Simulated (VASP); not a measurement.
A run of VASP 6.6.1 is set up as follows.

Contents of INCAR:

```
PREC = Accurate
ENCUT = 520
EDIFF = 1E-6
ISMEAR = 0
SIGMA = 0.1
LREAL = F
LASPH = T
NELM = 80
ALGO = Normal
ISIF = 2
LWAVE = F
LCHARG = F
GGA = PS
NBANDS = 12
```

The input KPOINTS:

```
regular mesh
0
Gamma
  16 16 16
```

Contents of POSCAR:

```
Zr
1.0
    0.0000000000      2.2315209467      2.2315209467
    2.2315209467      0.0000000000      2.2315209467
    2.2315209467      2.2315209467      0.0000000000
Zr
1
Direct
    0.0000000000      0.0000000000      0.0000000000
```

Potentials or basis: VASP PAW PBE potentials, release 64 (Zr_sv).

Launch:

```console
$ cat potpaw_PBE.64/Zr_sv/POTCAR > POTCAR
$ mpirun -np 1 vasp_std > vasp.out
```

(1) What does it give for the pressure?

(2) Predict the band gap on the k mesh.

Answers

(1) 0.1 GPa.

(2) zero (band 6 reaches 10.27 eV, above the bottom of band 7 at 8.88 eV).

Caveat: the PAW data sets were made with another functional, which shifts forces and pressure a little.
